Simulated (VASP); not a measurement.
# CuO (P1) in VASP: single point with PBE

Aim: the single point of CuO with PBE.

All numbers are computed with VASP 6.6.1; they aren't measurements. Logs are shortened: lines on timing, memory, paths and dates and some standing lists are left out, and cuts for length are marked.

## (1) The cell of the first run

The typed cell holds 4 atoms: a = 2.949 Å, b = 2.949 Å, c = 5.151 Å, α = 90.01°, β = 90.01°, γ = 89.85°.

## (2) Single point, PBE (atom 3 (O) moved by (-0.450, -0.450) A along y and z)

Input file INCAR:

```
SYSTEM = CuO
PREC = Accurate
ENCUT = 520
EDIFF = 1E-7
ISMEAR = 0
SIGMA = 0.15
LREAL = .False.
LASPH = .True.
NELM = 80
ALGO = Fast
ISIF = 2
LWAVE = .False.
LCHARG = .False.
GGA = PE
NBANDS = 25
```

Input file KPOINTS:

```
regular mesh
0
Gamma
  16 16 10
  0 0 0
```

Input file POSCAR:

```
CuO
1.0
    2.0814198224     -2.0824189793      0.1629652982
    2.0814198224      2.0824189793      0.1629652982
   -0.4035322497      0.0000000000      5.1352739038
Cu O
2 2
Direct
    0.0000000000      0.5000000000      0.0000000000
    0.5000000000      0.0000000000      0.5000000000
    0.5996877201      0.3834271789      0.1629066292
    0.4999171503      0.5000828497      0.7500000000
```

Potentials or basis: VASP PAW PBE potentials, release 64 (Cu, O).

Started as:

```console
$ cat potpaw_PBE.64/Cu/POTCAR potpaw_PBE.64/O/POTCAR > POTCAR
$ mpirun -np 1 vasp_std > vasp.out
```

OUTCAR:

```text
SYSTEM = CuO
   PREC = Accurate
   ENCUT = 520
   EDIFF = 1E-7
   ISMEAR = 0
   LREAL = .False.
   LASPH = .True.
   NELM = 80
   ISIF = 2
   GGA = PE

 ion  position               nearest neighbor table
   1  0.000  0.500  0.000-   3 1.49   4 1.96   4 1.96   3 1.99
   2  0.500  0.000  0.500-   4 1.96   4 1.96   3 2.09
   3  0.600  0.383  0.163-   1 1.49   1 1.99   2 2.09
   4  0.500  0.500  0.750-   1 1.96   2 1.96   2 1.96   1 1.96

  LATTYP: Found a base centered monoclinic cell.
 ALAT       =     4.1755795600
 B/A-ratio  =     0.9974275184
 C/A-ratio  =     1.2336262085
 COS(beta)  =    -0.0002834722

  Lattice vectors:

 A1 = (   2.0814198224,  -2.0824189793,   0.1629652982)
 A2 = (   2.0814198224,   2.0824189793,   0.1629652982)
 A3 = (  -0.4035322497,   0.0000000000,   5.1352739038)

Analysis of symmetry for initial positions (statically):
=====================================================================
 Subroutine PRICEL returns:
 Original cell was already a primitive cell.

 Routine SETGRP: Setting up the symmetry group for a
 base centered monoclinic supercell.

 Subroutine GETGRP returns: Found  1 space group operations
 (whereof  1 operations were pure point group operations)
 out of a pool of  4 trial point group operations.

The static configuration has the point symmetry C_1 .

Analysis of symmetry for dynamics (positions and initial velocities):
=====================================================================
 Subroutine PRICEL returns:
 Original cell was already a primitive cell.

 Routine SETGRP: Setting up the symmetry group for a
 base centered monoclinic supercell.

 Subroutine GETGRP returns: Found  1 space group operations
 (whereof  1 operations were pure point group operations)
 out of a pool of  4 trial point group operations.

The dynamic configuration has the point symmetry C_1 .

 Subroutine INISYM returns: Found  1 space group operations
 (whereof  1 operations are pure point group operations),
 and found     1 'primitive' translations

----------------------------------------------------------------------------------------

                                     Primitive cell

  volume of cell :      44.7904

  direct lattice vectors                    reciprocal lattice vectors
     2.081419822 -2.082418979  0.162965298     0.238751724 -0.240105380  0.018761223
     2.081419822  2.082418979  0.162965298     0.238751724  0.240105380  0.018761223
    -0.403532250  0.000000000  5.135273904    -0.015153328  0.000000000  0.193540824

  length of vectors
     2.948785338  2.948785338  5.151104381     0.339123816  0.339123816  0.194133135

  position of ions in fractional coordinates (direct lattice)
     0.000000000  0.500000000  0.000000000
     0.500000000  0.000000000  0.500000000
     0.599687720  0.383427179  0.162906629
     0.499917150  0.500082850  0.750000000

  ion indices of the primitive-cell ions
   primitive index   ion index
                 1           1
                 2           2
                 3           3
                 4           4

----------------------------------------------------------------------------------------

 KPOINTS: regular mesh

Automatic generation of k-mesh.
 Grid dimensions read from file:
 generate k-points for:   16   16   10

 Generating k-lattice:

  Cartesian coordinates                     Fractional coordinates (reciprocal lattice)
     0.014921983 -0.015006586  0.001172576     0.062500000  0.000000000  0.000000000
     0.014921983  0.015006586  0.001172576     0.000000000  0.062500000  0.000000000
    -0.001515333  0.000000000  0.019354082     0.000000000  0.000000000  0.100000000

  Length of vectors
     0.021195239  0.021195239  0.019413313

  Shift w.r.t. Gamma in fractional coordinates (k-lattice)
     0.000000000  0.000000000  0.000000000

 Subroutine IBZKPT returns following result:
 ===========================================

 Found   1284 irreducible k-points:

 Following reciprocal coordinates:
            Coordinates               Weight
  0.000000  0.000000  0.000000      1.000000
  0.062500  0.000000 -0.000000      2.000000
 -0.000000 -0.062500  0.000000      2.000000
  0.125000  0.000000 -0.000000      2.000000
 -0.000000 -0.125000  0.000000      2.000000
  0.187500  0.000000  0.000000      2.000000
[... 16 lines left out ...]
  0.250000  0.062500  0.000000      2.000000
 -0.062500 -0.250000  0.000000      2.000000
 [... further k-points ...]
   k-points           NKPTS =   1284   k-points in BZ     NKDIM =   1284   number of bands    NBANDS=     25
   number of dos      NEDOS =    301   number of ions     NIONS =      4
   total plane-waves  NPLWV =  23040
   dimension x,y,z NGX =    24 NGY =   24 NGZ =   40
   dimension x,y,z NGXF=    48 NGYF=   48 NGZF=   80
   ions per type =               2   2
   NGX,Y,Z   is equivalent  to a cutoff of  13.53, 13.53, 12.91 a.u.
   NGXF,Y,Z  is equivalent  to a cutoff of  27.06, 27.06, 25.82 a.u.
 SYSTEM =  CuO
   PREC   = accura    normal or accurate (medium, high low for compatibility)
   ISTART =      0    job   : 0-new  1-cont  2-samecut
   ICHARG =      2    charge: 1-file 2-atom 10-const
   ISPIN  =      1    spin polarized calculation?
   LNONCOLLINEAR =      F non collinear calculations
   LSORBIT =      F    spin-orbit coupling
   LASPH  =      T    aspherical Exc in radial PAW
   ENCUT  =  520.0 eV  38.22 Ry    6.18 a.u.   5.48  5.48  9.58*2*pi/ulx,y,z
   NELM   =     80;   NELMIN=  2; NELMDL= -5     # of ELM steps
   EDIFF  = 0.1E-06   stopping-criterion for ELM
   LREAL  =      F    real-space projection
   EDIFFG = 0.1E-05   stopping-criterion for IOM
   NSW    =      0    number of steps for IOM
   IBRION =     -1    ionic relax: 0-MD 1-quasi-New 2-CG
   NFREE  =      0    steps in history (QN), initial steepest desc. (CG)
   ISIF   =      2    stress and relaxation
   ISYM   =      2    0-nonsym 1-usesym 2-fastsym
   POTIM  = 0.5000    time-step for ionic-motion
   TEBEG  =    0.0;   TEEND  =   0.0 temperature during run
   PSTRESS=    0.0 pullay stress
   NELECT =      34.0000    total number of electrons
   NUPDOWN=      -1.0000    fix difference up-down
   EMIN   =  10.00;   EMAX   =-10.00  energy-range for DOS
   EFERMI =   0.00;   METHOD = LEGACY
   ISMEAR =     0;   SIGMA  =   0.15  broadening in eV -4-tet -1-fermi 0-gaus
   EFERMI_NEDOS =   21; number of points for ismear=-14 and -15
   IALGO  =     68    algorithm
   IMIX   =      4    mixing-type and parameters
     AMIX     =   0.40;   BMIX     =  1.00
     AMIX_MAG =   1.60;   BMIX_MAG =  1.00
  volume/ion in A,a.u.               =      11.20        75.57
  Fermi-wavevector in a.u.,A,eV,Ry     =   1.493388  2.822095 30.343829  2.230209
  Thomas-Fermi vector in A             =   2.605795
   LORBIT       =      0    0 simple, 1 ext, 2 COOP (PROOUT), +10 PAW based schemes
   GGA     = PE    functional components
   LHFCALC =     F    Hartree Fock is set to
   AEXX    =    0.0000 exact exchange contribution
   IVDW    =     0    specifies the selected vdW correction
   LEPSILON=     F    determine dielectric tensor
   LRPA    =     F    only Hartree local field effects (RPA)
 non-spin polarized calculation
 RMM-DIIS sequential band-by-band and
 Gauss-broadening in eV      SIGMA  =   0.15
  energy-cutoff  :      520.00
  volume of cell :       44.79
 maximum number of plane-waves:      1236
 NGX is ok and might be reduce to    24
   NGX = 11   NGY = 11   NGZ = 19

 number of electron      34.0000022 magnetization

 Free energy of the ion-electron system (eV)
  ---------------------------------------------------
  ext. energy  EPLUGINS =         0.00000000
  ---------------------------------------------------
  free energy    TOTEN  =       -16.95561280 eV

  energy without entropy =      -16.92654450  energy(sigma->0) =      -16.94107865

 E-fermi :   4.7180     XC(G=0): -11.2319

 val. band max:        4.7163848937   @ k =  -0.4375   0.3750  -0.4000
 cond. band min:       4.7202884012   @ k =  -0.3125   0.1250  -0.4000
 fundamental gap:      0.0039035076
 Fermi energy:         4.7179866945

 k-point     1 :       0.0000    0.0000    0.0000
  band No.  band energies     occupation
      1     -15.5973      2.00000
      2     -13.7039      2.00000
      3      -3.5927      2.00000
      4      -2.4532      2.00000
      5      -0.4847      2.00000
      6       0.2162      2.00000
[... 17 lines left out ...]
     24      19.1255      0.00000
     25      19.4825      0.00000

 k-point     2 :       0.0625    0.0000   -0.0000
  band No.  band energies     occupation
      1     -15.5738      2.00000
      2     -13.7026      2.00000
      3      -3.5540      2.00000
      4      -2.4459      2.00000
      5      -0.4860      2.00000
      6       0.2106      2.00000
[... 17 lines left out ...]
     24      18.8650      0.00000
     25      19.5319      0.00000

 k-point     3 :      -0.0000   -0.0625    0.0000
  band No.  band energies     occupation
      1     -15.5818      2.00000
      2     -13.6951      2.00000
      3      -3.5694      2.00000
      4      -2.4506      2.00000
      5      -0.5169      2.00000
      6       0.1069      2.00000
[... 17 lines left out ...]
     24      18.9994      0.00000
     25      19.2179      0.00000

 k-point     4 :       0.1250    0.0000   -0.0000
  band No.  band energies     occupation
      1     -15.5057      2.00000
      2     -13.6989      2.00000
      3      -3.4407      2.00000
      4      -2.4245      2.00000
      5      -0.5072      2.00000
      6       0.1243      2.00000
[... 17 lines left out ...]
     24      18.9046      0.00000
     25      19.7624      0.00000

 k-point     5 :      -0.0000   -0.1250    0.0000
  band No.  band energies     occupation
      1     -15.5369      2.00000
      2     -13.6697      2.00000
      3      -3.5031      2.00000
      4      -2.4430      2.00000
      5      -0.6222      2.00000
      6      -0.1216      2.00000
[... 17 lines left out ...]
     24      18.7932      0.00000
     25      19.3374      0.00000

 k-point     6 :       0.1875    0.0000    0.0000
  band No.  band energies     occupation
      1     -15.4011      2.00000
      2     -13.6941      2.00000
      3      -3.2625      2.00000
      4      -2.3956      2.00000
      5      -0.6243      2.00000
      6      -0.1839      2.00000
[... 17 lines left out ...]
     24      19.0448      0.00000
     25      20.0790      0.00000
[... 393 lines left out ...]
 k-point    21 :       0.1875    0.0625    0.0000
  band No.  band energies     occupation
      1     -15.3848      2.00000
      2     -13.6876      2.00000
      3      -3.2332      2.00000
      4      -2.3947      2.00000
      5      -0.6211      2.00000
      6      -0.2000      2.00000
[... 17 lines left out ...]
     24      18.4792      0.00000
     25      19.8188      0.00000

 k-point    22 :      -0.0625   -0.1875   -0.0000
  band No.  band energies     occupation
      1     -15.4444      2.00000
      2     -13.6324      2.00000
      3      -3.3613      2.00000
      4      -2.4243      2.00000
      5      -0.7926      2.00000
      6      -0.3828      2.00000
[... 17 lines left out ...]
     24      18.2359      0.00000
     25      19.2854      0.00000

 k-point    23 :       0.2500    0.0625    0.0000
  band No.  band energies     occupation
      1     -15.2568      2.00000
      2     -13.6837      2.00000
      3      -3.0048      2.00000
      4      -2.3845      2.00000
      5      -0.8882      2.00000
      6      -0.3743      2.00000
[... 17 lines left out ...]
     24      18.6965      0.00000
     25      19.9087      0.00000

 k-point    24 :      -0.0625   -0.2500    0.0000
  band No.  band energies     occupation
      1     -15.3622      2.00000
      2     -13.5871      2.00000
      3      -3.2461      2.00000
      4      -2.4105      2.00000
      5      -1.1030      2.00000
      6      -0.5707      2.00000
[... 17 lines left out ...]
     24      18.3393      0.00000
     25      19.1737      0.00000

 [... further k-points ...]
[... 5 lines left out ...]
  --------------------------------------------------------------------------------------
  -------------------------------------------------------------------------------------
  Total       11.1239572      3.1609851      6.7932791     -5.4016479      3.0067131     -7.0787977
  in kB      397.9098446    113.0701106    242.9991929   -193.2198082    107.5517193   -253.2123434
  external PRESSURE =     251.3263827 kB  Pullay stress =       0.0000000 kB

 VOLUME and BASIS-vectors are now :
 -----------------------------------------------------------------------------
  energy-cutoff  :      520.00
  volume of cell :       44.79
      direct lattice vectors                 reciprocal lattice vectors
     2.081419822 -2.082418979  0.162965298     0.238751724 -0.240105380  0.018761223
     2.081419822  2.082418979  0.162965298     0.238751724  0.240105380  0.018761223
    -0.403532250  0.000000000  5.135273904    -0.015153328  0.000000000  0.193540824

 POSITION                                       TOTAL-FORCE (eV/Angst)
 -----------------------------------------------------------------------------------
      1.04071      1.04121      0.08148         9.607951     -5.883866     -7.749200
      0.83894     -1.04121      2.64912         0.230579     -0.441185     -0.629907
      1.98054     -0.45035      0.99678       -10.280597      5.354435      9.860679
      1.77877      0.00035      4.01442         0.442067      0.970617     -1.481572
 -----------------------------------------------------------------------------------
    total drift:                                0.000797      0.000095     -0.000446

  FREE ENERGIE OF THE ION-ELECTRON SYSTEM (eV)
  ---------------------------------------------------
  free  energy   TOTEN  =       -16.9556127963 eV

  energy  without entropy=      -16.9265445029  energy(sigma->0) =      -16.94107865
```

It took 30 min on 1 thread of Oxide Virtual Turin-like, shared host; peak memory 1.1 GiB.

What came out:

| Property | Result |
| --- | --- |
| Free energy | -16.9556 eV |
| Pressure | 25.1 GPa |
| Largest force | 15.218 eV/Å |
| Band gap on the k mesh | zero (bands 17 and 18 overlap by 0.55 eV) |

Forces in eV/Å, atoms in the order of the input:
```
Cu    9.608  -5.884  -7.749
Cu    0.231  -0.441  -0.630
O   -10.281   5.354   9.861
O     0.442   0.971  -1.482
```

Caveat: the cell differs from its parent crystal (atom 3 (O) moved by (-0.450, -0.450) A along y and z); the stress differs along the axes, from 11 to 40 GPa; semilocal functionals often make such compounds metallic where correlation or magnetic order opens a gap, which also shifts bond lengths; forces of over 1 eV/Å act on the atoms, so gaps and moduli don't describe the material at rest.
